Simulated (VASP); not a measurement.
# Ti (P6_3/mmc) in VASP: further runs

Runs on Ti. Level: PBEsol. Tasks: single point.

Program: VASP 6.6.1. These are calculated values, not measurements. Logs are shortened: lines on timing, memory, paths and dates and some standing lists are left out, and cuts for length are marked.

### Step 1. The cell of the first run

The structure is hexagonal, space group P6_3/mmc (No. 194). The conventional cell has a = 2.856 Å, b = 2.856 Å, c = 9.140 Å, α = 90.00°, β = 90.00°, γ = 120.00°. Ti (site symmetry -3m) has 12 Ti at 2.82 to 2.86 Å within 3.7 Å. Within 3.7 Å of Ti (site symmetry -6m2) lie 12 Ti at 2.82 to 2.86 Å.

### Step 2. Single point, PBEsol (16.14 Å³/atom)

Input file INCAR:

```
SYSTEM = Ti
PREC = Accurate ; ENCUT = 520
EDIFF = 1E-6 ; ISMEAR = -1
SIGMA = 0.1 ; LREAL = .False.
LASPH = .True. ; NELM = 80
ALGO = Normal ; ISIF = 2
LWAVE = .False. ; LCHARG = .False.
GGA = PS ; NBANDS = 32
```

Input file KPOINTS:

```
Automatic mesh
0
Gamma
  14 14 4
  0 0 0
```

Input file POSCAR:

```
Ti
1.0
    2.8561738464      0.0000000000      0.0000000000
   -1.4280869232      2.4735191087      0.0000000000
    0.0000000000      0.0000000000      9.1398506442
Ti
4
Direct
    0.0000000000      1.0000000000      0.0000000000
    0.0000000000      1.0000000000      0.5000000000
    0.3333333333      0.6666666667      0.2500000000
    0.6666666667      0.3333333333      0.7500000000
```

Potentials or basis: VASP PAW PBE potentials, release 64 (Ti_sv).

Command:

```
$ cat potpaw_PBE.64/Ti_sv/POTCAR > POTCAR
$ mpirun -np 1 vasp_std > vasp.out
```

OUTCAR:

```text
SYSTEM = Ti
   PREC = Accurate
   ENCUT = 520
   EDIFF = 1E-6
   ISMEAR = -1
   LREAL = .False.
   LASPH = .True.
   NELM = 80
   ISIF = 2
   GGA = PS

 ion  position               nearest neighbor table
   1  0.000  0.000  0.000-   3 2.82   4 2.82   4 2.82   3 2.82   4 2.82   3 2.82
   2  0.000  0.000  0.500-   3 2.82   4 2.82   4 2.82   3 2.82   4 2.82   3 2.82
   3  0.333  0.667  0.250-   1 2.82   2 2.82   1 2.82   2 2.82   1 2.82   2 2.82
   4  0.667  0.333  0.750-   1 2.82   2 2.82   1 2.82   2 2.82   1 2.82   2 2.82

  LATTYP: Found a hexagonal cell.
 ALAT       =     2.8561738464
 C/A-ratio  =     3.2000330287

  Lattice vectors:

 A1 = (   2.8561738464,   0.0000000000,   0.0000000000)
 A2 = (  -1.4280869232,   2.4735191087,   0.0000000000)
 A3 = (   0.0000000000,   0.0000000000,   9.1398506442)

Analysis of symmetry for initial positions (statically):
=====================================================================
 Subroutine PRICEL returns:
 Original cell was already a primitive cell.

 Routine SETGRP: Setting up the symmetry group for a
 hexagonal supercell.

 Subroutine GETGRP returns: Found 24 space group operations
 (whereof 12 operations were pure point group operations)
 out of a pool of 24 trial point group operations.

The static configuration has the point symmetry D_3d.
 The point group associated with its full space group is D_6h.

Analysis of symmetry for dynamics (positions and initial velocities):
=====================================================================
 Subroutine PRICEL returns:
 Original cell was already a primitive cell.

 Routine SETGRP: Setting up the symmetry group for a
 hexagonal supercell.

 Subroutine GETGRP returns: Found 24 space group operations
 (whereof 12 operations were pure point group operations)
 out of a pool of 24 trial point group operations.

The dynamic configuration has the point symmetry D_3d.
 The point group associated with its full space group is D_6h.

 Subroutine INISYM returns: Found 24 space group operations
 (whereof 12 operations are pure point group operations),
 and found     1 'primitive' translations

----------------------------------------------------------------------------------------

                                     Primitive cell

  volume of cell :      64.5712

  direct lattice vectors                    reciprocal lattice vectors
     2.856173846  0.000000000  0.000000000     0.350118744  0.202141151  0.000000000
    -1.428086923  2.473519109  0.000000000     0.000000000  0.404282302  0.000000000
     0.000000000  0.000000000  9.139850644     0.000000000  0.000000000  0.109410978

  length of vectors
     2.856173846  2.856173846  9.139850644     0.404282302  0.404282302  0.109410978

  position of ions in fractional coordinates (direct lattice)
     0.000000000  0.000000000  0.000000000
     0.000000000  0.000000000  0.500000000
     0.333333333  0.666666667  0.250000000
     0.666666667  0.333333333  0.750000000

  ion indices of the primitive-cell ions
   primitive index   ion index
                 1           1
                 2           2
                 3           3
                 4           4

----------------------------------------------------------------------------------------

 KPOINTS: Automatic mesh

Automatic generation of k-mesh.
 Grid dimensions read from file:
 generate k-points for:   14   14    4

 Generating k-lattice:

  Cartesian coordinates                     Fractional coordinates (reciprocal lattice)
     0.025008482  0.014438654  0.000000000     0.071428571 -0.000000000  0.000000000
     0.000000000  0.028877307  0.000000000     0.000000000  0.071428571  0.000000000
     0.000000000  0.000000000  0.027352745     0.000000000  0.000000000  0.250000000

  Length of vectors
     0.028877307  0.028877307  0.027352745

  Shift w.r.t. Gamma in fractional coordinates (k-lattice)
     0.000000000  0.000000000  0.000000000

 Subroutine IBZKPT returns following result:
 ===========================================

 Found     72 irreducible k-points:

 Following reciprocal coordinates:
            Coordinates               Weight
  0.000000  0.000000  0.000000      1.000000
  0.071429 -0.000000  0.000000      6.000000
  0.142857  0.000000  0.000000      6.000000
  0.214286  0.000000  0.000000      6.000000
  0.285714 -0.000000  0.000000      6.000000
  0.357143  0.000000  0.000000      6.000000
[... 16 lines left out ...]
  0.285714  0.285714  0.000000      6.000000
  0.357143  0.285714  0.000000      6.000000
 [... further k-points ...]
   k-points           NKPTS =     72   k-points in BZ     NKDIM =     72   number of bands    NBANDS=     32
   number of dos      NEDOS =    301   number of ions     NIONS =      4
   total plane-waves  NPLWV =  40320
   dimension x,y,z NGX =    24 NGY =   24 NGZ =   70
   dimension x,y,z NGXF=    48 NGYF=   48 NGZF=  140
   ions per type =               4
   NGX,Y,Z   is equivalent  to a cutoff of  13.97, 13.97, 12.73 a.u.
   NGXF,Y,Z  is equivalent  to a cutoff of  27.94, 27.94, 25.46 a.u.
 SYSTEM =  Ti
   PREC   = accura    normal or accurate (medium, high low for compatibility)
   ISTART =      0    job   : 0-new  1-cont  2-samecut
   ICHARG =      2    charge: 1-file 2-atom 10-const
   ISPIN  =      1    spin polarized calculation?
   LNONCOLLINEAR =      F non collinear calculations
   LSORBIT =      F    spin-orbit coupling
   LASPH  =      T    aspherical Exc in radial PAW
   ENCUT  =  520.0 eV  38.22 Ry    6.18 a.u.   5.31  5.31 16.99*2*pi/ulx,y,z
   NELM   =     80;   NELMIN=  2; NELMDL= -5     # of ELM steps
   EDIFF  = 0.1E-05   stopping-criterion for ELM
   LREAL  =      F    real-space projection
   EDIFFG = 0.1E-04   stopping-criterion for IOM
   NSW    =      0    number of steps for IOM
   IBRION =     -1    ionic relax: 0-MD 1-quasi-New 2-CG
   NFREE  =      0    steps in history (QN), initial steepest desc. (CG)
   ISIF   =      2    stress and relaxation
   ISYM   =      2    0-nonsym 1-usesym 2-fastsym
   POTIM  = 0.5000    time-step for ionic-motion
   TEBEG  =    0.0;   TEEND  =   0.0 temperature during run
   PSTRESS=    0.0 pullay stress
   NELECT =      48.0000    total number of electrons
   NUPDOWN=      -1.0000    fix difference up-down
   EMIN   =  10.00;   EMAX   =-10.00  energy-range for DOS
   EFERMI =   0.00;   METHOD = LEGACY
   ISMEAR =    -1;   SIGMA  =   0.10  broadening in eV -4-tet -1-fermi 0-gaus
   EFERMI_NEDOS =   21; number of points for ismear=-14 and -15
   IALGO  =     38    algorithm
   IMIX   =      4    mixing-type and parameters
     AMIX     =   0.40;   BMIX     =  1.00
     AMIX_MAG =   1.60;   BMIX_MAG =  1.00
  volume/ion in A,a.u.               =      16.14       108.94
  Fermi-wavevector in a.u.,A,eV,Ry     =   1.483004  2.802471 29.923294  2.199300
  Thomas-Fermi vector in A             =   2.596719
   LORBIT       =      0    0 simple, 1 ext, 2 COOP (PROOUT), +10 PAW based schemes
   GGA     = PS    functional components
   LHFCALC =     F    Hartree Fock is set to
   AEXX    =    0.0000 exact exchange contribution
   IVDW    =     0    specifies the selected vdW correction
   LEPSILON=     F    determine dielectric tensor
   LRPA    =     F    only Hartree local field effects (RPA)
 non-spin polarized calculation
  energy-cutoff  :      520.00
  volume of cell :       64.57
 maximum number of plane-waves:      1764
 NGX is ok and might be reduce to    24
   NGX = 11   NGY = 11   NGZ = 33

 number of electron      47.9999999 magnetization

 Free energy of the ion-electron system (eV)
  ---------------------------------------------------
  ext. energy  EPLUGINS =         0.00000000
  ---------------------------------------------------
  free energy    TOTEN  =       -33.23878021 eV

  energy without entropy =      -33.03694086  energy(sigma->0) =      -33.13786054

 E-fermi :   8.9171     XC(G=0): -11.9914

 val. band max:        8.9166619624   @ k =   0.2143   0.2143   0.0000
 cond. band min:       8.9176623139   @ k =   0.1429   0.0714   0.0000
 fundamental gap:      0.0010003515
 Fermi energy:         8.9170754030

 k-point     1 :       0.0000    0.0000    0.0000
  band No.  band energies     occupation
      1     -47.4970      2.00000
      2     -47.4164      2.00000
      3     -47.3977      2.00000
      4     -47.3155      2.00000
      5     -24.2452      2.00000
      6     -23.8231      2.00000
[... 24 lines left out ...]
     31      10.1944      0.00001
     32      10.1944      0.00001

 k-point     2 :       0.0714   -0.0000    0.0000
  band No.  band energies     occupation
      1     -47.4900      2.00000
      2     -47.4114      2.00000
      3     -47.3926      2.00000
      4     -47.3125      2.00000
      5     -24.2308      2.00000
      6     -23.8278      2.00000
[... 24 lines left out ...]
     31      10.2250      0.00000
     32      10.2920      0.00000

 k-point     3 :       0.1429    0.0000    0.0000
  band No.  band energies     occupation
      1     -47.4701      2.00000
      2     -47.3972      2.00000
      3     -47.3785      2.00000
      4     -47.3042      2.00000
      5     -24.1892      2.00000
      6     -23.8489      2.00000
[... 24 lines left out ...]
     31      10.4634      0.00000
     32      10.5736      0.00000

 k-point     4 :       0.2143    0.0000    0.0000
  band No.  band energies     occupation
      1     -47.4404      2.00000
      2     -47.3766      2.00000
      3     -47.3579      2.00000
      4     -47.2931      2.00000
      5     -24.1260      2.00000
      6     -23.9040      2.00000
[... 654 lines left out ...]
     31      11.3281      0.00000
     32      12.0995      0.00000

 k-point    23 :       0.2857    0.2857    0.0000
  band No.  band energies     occupation
      1     -47.3140      2.00000
      2     -47.3043      2.00000
      3     -47.2858      2.00000
      4     -47.2762      2.00000
      5     -24.0827      2.00000
      6     -24.0152      2.00000
[... 24 lines left out ...]
     31      11.5732      0.00000
     32      11.7875      0.00000

 k-point    24 :       0.3571    0.2857    0.0000
  band No.  band energies     occupation
      1     -47.3036      2.00000
      2     -47.3011      2.00000
      3     -47.2826      2.00000
      4     -47.2802      2.00000
      5     -24.0720      2.00000
      6     -23.9927      2.00000
[... 24 lines left out ...]
     31      11.5689      0.00000
     32      11.8602      0.00000

 [... further k-points ...]

------------------------ aborting loop because EDIFF is reached ----------------------------------------

  FORCE on cell =-STRESS in cart. coord.  units (eV):
  Direction    XX          YY          ZZ          XY          YZ          ZX
  --------------------------------------------------------------------------------------
  -------------------------------------------------------------------------------------
  Total        1.9222782      1.9222782      1.9428457     -0.0000000      0.0000000     -0.0000000
  in kB       47.6966429     47.6966429     48.2069745     -0.0000000      0.0000000     -0.0000000
  external PRESSURE =      47.8667535 kB  Pullay stress =       0.0000000 kB

 VOLUME and BASIS-vectors are now :
 -----------------------------------------------------------------------------
  energy-cutoff  :      520.00
  volume of cell :       64.57
      direct lattice vectors                 reciprocal lattice vectors
     2.856173846  0.000000000  0.000000000     0.350118744  0.202141151  0.000000000
    -1.428086923  2.473519109  0.000000000     0.000000000  0.404282302  0.000000000
     0.000000000  0.000000000  9.139850644     0.000000000  0.000000000  0.109410978

 POSITION                                       TOTAL-FORCE (eV/Angst)
 -----------------------------------------------------------------------------------
      0.00000      0.00000      0.00000         0.000000      0.000000      0.000000
      0.00000      0.00000      4.56993         0.000000      0.000000      0.000000
     -0.00000      1.64901      2.28496        -0.000000      0.000000     -0.000000
      1.42809      0.82451      6.85489         0.000000      0.000000     -0.000000
 -----------------------------------------------------------------------------------
    total drift:                               -0.000000      0.000000      0.000000

  FREE ENERGIE OF THE ION-ELECTRON SYSTEM (eV)
  ---------------------------------------------------
  free  energy   TOTEN  =       -33.2387802097 eV

  energy  without entropy=      -33.0369408649  energy(sigma->0) =      -33.13786054
```

Wall time 3.5 min (1 thread of Intel Xeon 8259CL, shared host); peak memory 0.25 GiB.

Results:

```yaml
Free_energy: -33.2388 eV
Pressure: 4.8 GPa
Band_gap_on_the_k_mesh: zero (bands 24 and 25 overlap by 1.21 eV)
```

Levels at points of the mesh, in eV from the Fermi level:
```
           k point  band 20  band 21  band 22  band 23  band 24  band 25  band 26  band 27  band 28  band 29
(0.00, 0.00, 0.00)    -2.79     0.11     0.14     0.70     0.70     0.78     0.78     1.00     1.00     1.13
(0.50, 0.00, 0.00)    -1.98    -1.37    -1.32    -1.13    -0.03     0.06     0.63     1.21     1.65     2.00
(0.00, 0.00, 0.50)    -3.09     0.31     0.31     0.68     0.68     0.84     0.84     0.84     0.84     1.03
(0.50, 0.00, 0.50)    -2.48    -1.66    -1.66    -0.16    -0.16     0.80     0.80     0.99     0.99     1.59
```

Caveat: the cell stands under pressure; the PAW data sets were made with another functional, which shifts forces and pressure a little.

### Step 3. Single point, PBEsol (16.82 Å³/atom)

This run uses another cell than the first one, of 16.82 Å³/atom.

Input file INCAR:

```
PREC = Accurate
ENCUT = 520
EDIFF = 1E-6
ISMEAR = -1
SIGMA = 0.1
LREAL = F
LASPH = T
NELM = 100
ALGO = Normal
ISIF = 2
LWAVE = F
LCHARG = T
GGA = PS
LELF = T
LVHAR = T
NBANDS = 32
```

Input file KPOINTS:

```
regular mesh
0
Gamma
  14 14 4
```

Input file POSCAR:

```
Ti
1.0
    2.8953043781      0.0000000000      0.0000000000
   -1.4476521890      2.5074071431      0.0000000000
    0.0000000000      0.0000000000      9.2650696379
Ti
4
Direct
    0.0000000000      1.0000000000      0.0000000000
    0.0000000000      1.0000000000      0.5000000000
    0.3333333333      0.6666666667      0.2500000000
    0.6666666667      0.3333333333      0.7500000000
```

Potentials or basis: VASP PAW PBE potentials, release 64 (Ti_sv).

Command:

```
$ cat potpaw_PBE.64/Ti_sv/POTCAR > POTCAR
$ mpirun -np 1 vasp_std > vasp.out
```

OUTCAR:

```text
PREC = Accurate
   ENCUT = 520
   EDIFF = 1E-6
   ISMEAR = -1
   LREAL = F
   LASPH = T
   NELM = 100
   ISIF = 2
   GGA = PS

 ion  position               nearest neighbor table
   1  0.000  0.000  0.000-   3 2.86   4 2.86   3 2.86   4 2.86   4 2.86   3 2.86
   2  0.000  0.000  0.500-   3 2.86   4 2.86   3 2.86   4 2.86   4 2.86   3 2.86
   3  0.333  0.667  0.250-   1 2.86   2 2.86   1 2.86   2 2.86   1 2.86   2 2.86
   4  0.667  0.333  0.750-   1 2.86   2 2.86   1 2.86   2 2.86   1 2.86   2 2.86

  LATTYP: Found a hexagonal cell.
[... 1042 lines left out ...]
  --------------------------------------------------------------------------------------
  -------------------------------------------------------------------------------------
  Total       -0.0877890     -0.0877890     -0.1115361     -0.0000000      0.0000000     -0.0000000
  in kB       -2.0911392     -2.0911392     -2.6567966     -0.0000000      0.0000000     -0.0000000
  external PRESSURE =      -2.2796917 kB  Pullay stress =       0.0000000 kB

 VOLUME and BASIS-vectors are now :
 -----------------------------------------------------------------------------
  energy-cutoff  :      520.00
  volume of cell :       67.26
      direct lattice vectors                 reciprocal lattice vectors
     2.895304378  0.000000000  0.000000000     0.345386830  0.199409179  0.000000000
    -1.447652189  2.507407143  0.000000000     0.000000000  0.398818358  0.000000000
     0.000000000  0.000000000  9.265069638     0.000000000  0.000000000  0.107932270

 POSITION                                       TOTAL-FORCE (eV/Angst)
 -----------------------------------------------------------------------------------
      0.00000      0.00000      0.00000        -0.000000      0.000000     -0.000000
      0.00000      0.00000      4.63253        -0.000000      0.000000     -0.000000
     -0.00000      1.67160      2.31627         0.000000      0.000000      0.000000
      1.44765      0.83580      6.94880        -0.000000      0.000000      0.000000
 -----------------------------------------------------------------------------------
    total drift:                               -0.000000      0.000000      0.000000

  FREE ENERGIE OF THE ION-ELECTRON SYSTEM (eV)
  ---------------------------------------------------
  free  energy   TOTEN  =       -33.2769057430 eV

  energy  without entropy=      -33.0698794301  energy(sigma->0) =      -33.17339259
```

OSZICAR:

```text
N       E                     dE             d eps       ncg     rms          rms(c)
DAV:   1     0.617749768106E+03    0.61775E+03   -0.24195E+04  4608   0.188E+03
DAV:   2     0.381892948982E+02   -0.57956E+03   -0.56595E+03  4680   0.559E+02
DAV:   3    -0.308998258992E+02   -0.69089E+02   -0.65748E+02  7448   0.165E+02
DAV:   4    -0.374272335895E+02   -0.65274E+01   -0.64139E+01  6792   0.476E+01
DAV:   5    -0.377275549817E+02   -0.30032E+00   -0.30002E+00  7160   0.905E+00    0.180E+01
DAV:   6    -0.332839092022E+02    0.44436E+01   -0.15141E+01  5888   0.338E+01    0.453E+00
DAV:   7    -0.333560043942E+02   -0.72095E-01   -0.25267E+00  6528   0.137E+01    0.414E+00
DAV:   8    -0.332578198566E+02    0.98185E-01   -0.10346E+00  6632   0.853E+00    0.293E+00
DAV:   9    -0.332894294596E+02   -0.31610E-01   -0.47107E-01  5952   0.723E+00    0.902E-01
DAV:  10    -0.332762990704E+02    0.13130E-01   -0.81857E-02  5808   0.292E+00    0.118E-01
DAV:  11    -0.332766649013E+02   -0.36583E-03   -0.68576E-03  6696   0.614E-01    0.147E-01
DAV:  12    -0.332769135743E+02   -0.24867E-03   -0.11643E-03  6104   0.244E-01    0.289E-02
DAV:  13    -0.332769066538E+02    0.69205E-05   -0.13729E-04  6976   0.890E-02    0.264E-02
DAV:  14    -0.332769069380E+02   -0.28415E-06   -0.11226E-05  5760   0.315E-02    0.156E-02
DAV:  15    -0.332769059852E+02    0.95275E-06   -0.10163E-05  5584   0.251E-02    0.242E-03
DAV:  16    -0.332769057430E+02    0.24222E-06   -0.10227E-06  3552   0.103E-02
   1 F= -.33276906E+02 E0= -.33173393E+02  d E =-.207026E+00
```

Run time: 4 min. Hardware: 1 thread of Intel Xeon 8259CL, shared host; peak memory 0.26 GiB.

What came out:

```yaml
Free_energy: -33.2769 eV
Pressure: -0.2 GPa
Band_gap_on_the_k_mesh: zero (bands 24 and 25 overlap by 1.17 eV)
```

Levels at points of the mesh, in eV from the Fermi level:
```tsv
k point	band 22	band 23	band 24	band 25	band 26	band 27
(0.00, 0.00, 0.00)	0.14	0.69	0.69	0.76	0.76	0.87
(0.50, 0.00, 0.00)	-1.25	-1.08	-0.07	0.07	0.62	1.15
(0.00, 0.00, 0.50)	0.24	0.67	0.67	0.83	0.83	0.83
(0.50, 0.00, 0.50)	-1.56	-0.19	-0.19	0.75	0.75	0.97
```

Caveat: the PAW data sets were made with another functional, which shifts forces and pressure a little.
